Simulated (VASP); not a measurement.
## NbSi: single point with PBEsol

Crystal: NbSi.

```
Nb Si
1.0
     0.00000    2.54926    2.54926
     2.54926    0.00000    2.54926
     2.54926    2.54926    0.00000
Nb Si
1 1
Direct
  0.00000 0.00000 0.00000
  0.50000 0.50000 0.50000
```

- Program: VASP 6.6.1
- Task: single point
- Functional: PBEsol
- Potentials or basis: VASP PAW PBE potentials, release 64 (Nb_sv, Si)
- Cutoff: 520 eV
- k mesh: 9 × 9 × 9
- Occupations: fermi-dirac, width 0.05 eV
- Spin: no spin polarisation
- Dipole correction: no
- Further INCAR settings: ALGO = Normal; EDIFF = 1e-06; NBANDS = 16

```yaml
Pressure: -0.1 GPa
```

Levels at points of the mesh, in eV from the Fermi level:
```csv
k point,band 5,band 6,band 7,band 8,band 9,band 10,band 11,band 12,band 13,band 14
"(0.00, 0.00, 0.00)",-10.78,-1.30,-1.30,-1.30,-0.70,-0.70,2.55,2.55,2.55,8.28
```

It took 40 s on 1 thread of Intel Xeon 8259CL (shared host), peak memory 0.16 GiB.

Caveat: the PAW data sets were made with another functional, which shifts forces and pressure a little.
